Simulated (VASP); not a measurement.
# InSe (P6_3/mmc) in VASP: single point with LDA

Aim: the single point of InSe with LDA.

Everything below comes from runs of VASP 6.6.1. Logs are shortened: lines on timing, memory, paths and dates and some standing lists are left out, and cuts for length are marked.

### Step 1. The cell of the first run

It takes space group P6_3/mmc (No. 194, hexagonal). The conventional cell has a = 3.967 Å, b = 3.967 Å, c = 16.451 Å, α = 90.00°, β = 90.00°, γ = 120.00°. Within 3.5 Å of In (site symmetry 3m) lie 3 Se at 2.62 Å and 1 In at 2.74 Å. Within 3.5 Å of Se (site symmetry 3m) lie 3 In at 2.62 Å.

### Step 2. Single point, LDA

INCAR

```
SYSTEM = InSe
PREC = Accurate ; ENCUT = 520
EDIFF = 1E-6 ; ISMEAR = 0
SIGMA = 0.01 ; LREAL = .False.
LASPH = .True. ; NELM = 80
ALGO = Normal ; ISIF = 2
LWAVE = .False. ; LCHARG = .False.
NBANDS = 48 ; KPAR = 4
```

KPOINTS

```
regular mesh
0
Gamma
  12 12 4
  0 0 0
```

POSCAR

```
InSe
1.0
    3.9671657478      0.0000000000      0.0000000000
   -1.9835828739      3.4356663186      0.0000000000
    0.0000000000      0.0000000000     16.4510559819
In Se
4 4
Direct
    0.3333333333      0.6666666667      0.1666499913
    0.6666666667      0.3333333333      0.6666499913
    0.3333333333      0.6666666667      0.3333500087
    0.6666666667      0.3333333333      0.8333500087
    0.3333333333      0.6666666667      0.5894019064
    0.6666666667      0.3333333333      0.0894019064
    0.3333333333      0.6666666667      0.9105980936
    0.6666666667      0.3333333333      0.4105980936
```

Potentials or basis: VASP PAW LDA potentials, release 64 (In_d, Se).

Launch:

```bash
> cat potpaw_LDA.64/In_d/POTCAR potpaw_LDA.64/Se/POTCAR > POTCAR
> mpirun -np 4 vasp_std > vasp.out
```

OUTCAR:

```text
SYSTEM = InSe
   PREC = Accurate
   ENCUT = 520
   EDIFF = 1E-6
   ISMEAR = 0
   LREAL = .False.
   LASPH = .True.
   NELM = 80
   ISIF = 2

 ion  position               nearest neighbor table
   1  0.333  0.667  0.167-   6 2.62   6 2.62   6 2.62   3 2.74
   2  0.667  0.333  0.667-   5 2.62   5 2.62   5 2.62   4 2.74
   3  0.333  0.667  0.333-   8 2.62   8 2.62   8 2.62   1 2.74
   4  0.667  0.333  0.833-   7 2.62   7 2.62   7 2.62   2 2.74
   5  0.333  0.667  0.589-   2 2.62   2 2.62   2 2.62
   6  0.667  0.333  0.089-   1 2.62   1 2.62   1 2.62
   7  0.333  0.667  0.911-   4 2.62   4 2.62   4 2.62
   8  0.667  0.333  0.411-   3 2.62   3 2.62   3 2.62

  LATTYP: Found a hexagonal cell.
 ALAT       =     3.9671657478
 C/A-ratio  =     4.1468032918

  Lattice vectors:

 A1 = (   3.9671657478,   0.0000000000,   0.0000000000)
 A2 = (  -1.9835828739,   3.4356663186,   0.0000000000)
 A3 = (   0.0000000000,   0.0000000000,  16.4510559819)

Analysis of symmetry for initial positions (statically):
=====================================================================
 Subroutine PRICEL returns:
 Original cell was already a primitive cell.

 Routine SETGRP: Setting up the symmetry group for a
 hexagonal supercell.

 Subroutine GETGRP returns: Found 24 space group operations
 (whereof 12 operations were pure point group operations)
 out of a pool of 24 trial point group operations.

The static configuration has the point symmetry D_3d.
 The point group associated with its full space group is D_6h.

Analysis of symmetry for dynamics (positions and initial velocities):
=====================================================================
 Subroutine PRICEL returns:
 Original cell was already a primitive cell.

 Routine SETGRP: Setting up the symmetry group for a
 hexagonal supercell.

 Subroutine GETGRP returns: Found 24 space group operations
 (whereof 12 operations were pure point group operations)
 out of a pool of 24 trial point group operations.

The dynamic configuration has the point symmetry D_3d.
 The point group associated with its full space group is D_6h.

 Subroutine INISYM returns: Found 24 space group operations
 (whereof 12 operations are pure point group operations),
 and found     1 'primitive' translations

----------------------------------------------------------------------------------------

                                     Primitive cell

  volume of cell :     224.2256

  direct lattice vectors                    reciprocal lattice vectors
     3.967165748  0.000000000  0.000000000     0.252069125  0.145532177  0.000000000
    -1.983582874  3.435666319  0.000000000     0.000000000  0.291064355  0.000000000
     0.000000000  0.000000000 16.451055982     0.000000000  0.000000000  0.060786371

  length of vectors
     3.967165748  3.967165748 16.451055982     0.291064355  0.291064355  0.060786371

  position of ions in fractional coordinates (direct lattice)
     0.333333333  0.666666667  0.166649991
     0.666666667  0.333333333  0.666649991
     0.333333333  0.666666667  0.333350009
     0.666666667  0.333333333  0.833350009
     0.333333333  0.666666667  0.589401906
     0.666666667  0.333333333  0.089401906
     0.333333333  0.666666667  0.910598094
     0.666666667  0.333333333  0.410598094

  ion indices of the primitive-cell ions
   primitive index   ion index
                 1           1
                 2           2
                 3           3
                 4           4
                 5           5
                 6           6
                 7           7
                 8           8

----------------------------------------------------------------------------------------

 KPOINTS: regular mesh

Automatic generation of k-mesh.
 Grid dimensions read from file:
 generate k-points for:   12   12    4

 Generating k-lattice:

  Cartesian coordinates                     Fractional coordinates (reciprocal lattice)
     0.021005760  0.012127681  0.000000000     0.083333333  0.000000000  0.000000000
     0.000000000  0.024255363  0.000000000     0.000000000  0.083333333  0.000000000
     0.000000000  0.000000000  0.015196593     0.000000000  0.000000000  0.250000000

  Length of vectors
     0.024255363  0.024255363  0.015196593

  Shift w.r.t. Gamma in fractional coordinates (k-lattice)
     0.000000000  0.000000000  0.000000000

 Subroutine IBZKPT returns following result:
 ===========================================

 Found     57 irreducible k-points:

 Following reciprocal coordinates:
            Coordinates               Weight
  0.000000  0.000000  0.000000      1.000000
  0.083333  0.000000  0.000000      6.000000
  0.166667  0.000000  0.000000      6.000000
  0.250000  0.000000  0.000000      6.000000
  0.333333  0.000000  0.000000      6.000000
  0.416667 -0.000000  0.000000      6.000000
[... 16 lines left out ...]
  0.250000  0.000000  0.250000     12.000000
  0.333333  0.000000  0.250000     12.000000
 [... further k-points ...]
   k-points           NKPTS =     57   k-points in BZ     NKDIM =     57   number of bands    NBANDS=     48
   number of dos      NEDOS =    301   number of ions     NIONS =      8
   total plane-waves  NPLWV = 113400
   dimension x,y,z NGX =    30 NGY =   30 NGZ =  126
   dimension x,y,z NGXF=    60 NGYF=   60 NGZF=  252
   ions per type =               4   4
   NGX,Y,Z   is equivalent  to a cutoff of  12.57, 12.57, 12.73 a.u.
   NGXF,Y,Z  is equivalent  to a cutoff of  25.14, 25.14, 25.47 a.u.
 SYSTEM =  InSe
   PREC   = accura    normal or accurate (medium, high low for compatibility)
   ISTART =      0    job   : 0-new  1-cont  2-samecut
   ICHARG =      2    charge: 1-file 2-atom 10-const
   ISPIN  =      1    spin polarized calculation?
   LNONCOLLINEAR =      F non collinear calculations
   LSORBIT =      F    spin-orbit coupling
   LASPH  =      T    aspherical Exc in radial PAW
   ENCUT  =  520.0 eV  38.22 Ry    6.18 a.u.   7.38  7.38 30.59*2*pi/ulx,y,z
   NELM   =     80;   NELMIN=  2; NELMDL= -5     # of ELM steps
   EDIFF  = 0.1E-05   stopping-criterion for ELM
   LREAL  =      F    real-space projection
   EDIFFG = 0.1E-04   stopping-criterion for IOM
   NSW    =      0    number of steps for IOM
   IBRION =     -1    ionic relax: 0-MD 1-quasi-New 2-CG
   NFREE  =      0    steps in history (QN), initial steepest desc. (CG)
   ISIF   =      2    stress and relaxation
   ISYM   =      2    0-nonsym 1-usesym 2-fastsym
   POTIM  = 0.5000    time-step for ionic-motion
   TEBEG  =    0.0;   TEEND  =   0.0 temperature during run
   PSTRESS=    0.0 pullay stress
   NELECT =      76.0000    total number of electrons
   NUPDOWN=      -1.0000    fix difference up-down
   EMIN   =  10.00;   EMAX   =-10.00  energy-range for DOS
   EFERMI =   0.00;   METHOD = LEGACY
   ISMEAR =     0;   SIGMA  =   0.01  broadening in eV -4-tet -1-fermi 0-gaus
   EFERMI_NEDOS =   21; number of points for ismear=-14 and -15
   IALGO  =     38    algorithm
   IMIX   =      4    mixing-type and parameters
     AMIX     =   0.40;   BMIX     =  1.00
     AMIX_MAG =   1.60;   BMIX_MAG =  1.00
  volume/ion in A,a.u.               =      28.03       189.14
  Fermi-wavevector in a.u.,A,eV,Ry     =   1.141434  2.156998 17.726659  1.302873
  Thomas-Fermi vector in A             =   2.278135
   LORBIT       =      0    0 simple, 1 ext, 2 COOP (PROOUT), +10 PAW based schemes
   GGA     = CA    functional components
   LHFCALC =     F    Hartree Fock is set to
   AEXX    =    0.0000 exact exchange contribution
   IVDW    =     0    specifies the selected vdW correction
   LEPSILON=     F    determine dielectric tensor
   LRPA    =     F    only Hartree local field effects (RPA)
 non-spin polarized calculation
 Gauss-broadening in eV      SIGMA  =   0.01
  energy-cutoff  :      520.00
  volume of cell :      224.23
 maximum number of plane-waves:      6103
 NGX is ok and might be reduce to    30
   NGX = 15   NGY = 15   NGZ = 61

 number of electron      75.9999981 magnetization

 Free energy of the ion-electron system (eV)
  ---------------------------------------------------
  ext. energy  EPLUGINS =         0.00000000
  ---------------------------------------------------
  free energy    TOTEN  =       -33.33019533 eV

  energy without entropy =      -33.33019533  energy(sigma->0) =      -33.33019533

 E-fermi :   4.4580     XC(G=0):  -9.4522

 val. band max:        4.3871078393   @ k =   0.0000   0.0000   0.0000
 cond. band min:       4.6780882199   @ k =   0.0000   0.0000   0.0000
 fundamental gap:      0.2909803806
 Fermi energy:         4.4579529869

 k-point     1 :       0.0000    0.0000    0.0000
  band No.  band energies     occupation
      1     -10.4998      2.00000
      2     -10.4990      2.00000
      3     -10.2802      2.00000
      4     -10.2802      2.00000
      5     -10.2795      2.00000
      6     -10.2795      2.00000
[... 40 lines left out ...]
     47       9.4237      0.00000
     48       9.7287      0.00000

 k-point     2 :       0.0833    0.0000    0.0000
  band No.  band energies     occupation
      1     -10.4998      2.00000
      2     -10.4992      2.00000
      3     -10.3170      2.00000
      4     -10.3098      2.00000
      5     -10.2790      2.00000
      6     -10.2784      2.00000
[... 40 lines left out ...]
     47       9.2760      0.00000
     48       9.5508      0.00000

 k-point     3 :       0.1667    0.0000    0.0000
  band No.  band energies     occupation
      1     -10.5069      2.00000
      2     -10.5052      2.00000
      3     -10.3889      2.00000
      4     -10.3730      2.00000
      5     -10.3239      2.00000
      6     -10.3029      2.00000
[... 40 lines left out ...]
     47       8.8601      0.00000
     48       9.2279      0.00000

 k-point     4 :       0.2500    0.0000    0.0000
  band No.  band energies     occupation
      1     -10.5453      2.00000
      2     -10.5354      2.00000
      3     -10.4292      2.00000
      4     -10.4182      2.00000
      5     -10.4145      2.00000
      6     -10.3915      2.00000
[... 958 lines left out ...]
     47       8.8537      0.00000
     48       9.1455      0.00000

 k-point    23 :       0.2500    0.0000    0.2500
  band No.  band energies     occupation
      1     -10.5439      2.00000
      2     -10.5369      2.00000
      3     -10.4288      2.00000
      4     -10.4232      2.00000
      5     -10.4078      2.00000
      6     -10.3937      2.00000
[... 40 lines left out ...]
     47       8.8739      0.00000
     48       8.9838      0.00000

 k-point    24 :       0.3333    0.0000    0.2500
  band No.  band energies     occupation
      1     -10.5987      2.00000
      2     -10.5898      2.00000
      3     -10.4807      2.00000
      4     -10.4672      2.00000
      5     -10.4330      2.00000
      6     -10.4293      2.00000
[... 40 lines left out ...]
     47       8.7942      0.00000
     48       9.0338      0.00000

 [... further k-points ...]
[... 5 lines left out ...]
  --------------------------------------------------------------------------------------
  -------------------------------------------------------------------------------------
  Total        0.1726050      0.1726050      0.2127400      0.0000000      0.0000000      0.0000000
  in kB        1.2333289      1.2333289      1.5201084      0.0000000      0.0000000      0.0000000
  external PRESSURE =       1.3289221 kB  Pullay stress =       0.0000000 kB

 VOLUME and BASIS-vectors are now :
 -----------------------------------------------------------------------------
  energy-cutoff  :      520.00
  volume of cell :      224.23
      direct lattice vectors                 reciprocal lattice vectors
     3.967165748  0.000000000  0.000000000     0.252069125  0.145532177  0.000000000
    -1.983582874  3.435666319  0.000000000     0.000000000  0.291064355  0.000000000
     0.000000000  0.000000000 16.451055982     0.000000000  0.000000000  0.060786371

 POSITION                                       TOTAL-FORCE (eV/Angst)
 -----------------------------------------------------------------------------------
     -0.00000      2.29044      2.74157         0.000000     -0.000000      0.012794
      1.98358      1.14522     10.96710        -0.000000      0.000000      0.012794
     -0.00000      2.29044      5.48396        -0.000000     -0.000000     -0.012794
      1.98358      1.14522     13.70949        -0.000000      0.000000     -0.012794
     -0.00000      2.29044      9.69628        -0.000000      0.000000     -0.029031
      1.98358      1.14522      1.47076         0.000000     -0.000000     -0.029031
     -0.00000      2.29044     14.98030         0.000000      0.000000      0.029031
      1.98358      1.14522      6.75477        -0.000000     -0.000000      0.029031
 -----------------------------------------------------------------------------------
    total drift:                               -0.000000      0.000000      0.000000

  FREE ENERGIE OF THE ION-ELECTRON SYSTEM (eV)
  ---------------------------------------------------
  free  energy   TOTEN  =       -33.3301953278 eV

  energy  without entropy=      -33.3301953278  energy(sigma->0) =      -33.33019533
```

It took 4.1 min on 4 MPI ranks of Intel Xeon Platinum 8259CL at 2.50GHz (Skylake/Cascade Lake), shared host; peak memory 0.58 GiB.

What came out:

```
Free energy            : -33.3302 eV
Pressure               : 0.1 GPa
Largest force          : 0.029 eV/Å
Band gap on the k mesh : 0.29 eV
```

Forces on the atoms (eV/Å):
```
In   0.000  0.000  0.013
In   0.000  0.000  0.013
In   0.000  0.000 -0.013
In   0.000  0.000 -0.013
Se   0.000  0.000 -0.029
Se   0.000  0.000 -0.029
Se   0.000  0.000  0.029
Se   0.000  0.000  0.029
```

Caveat: spin-orbit coupling is left out, which moves the levels of the heavy elements.
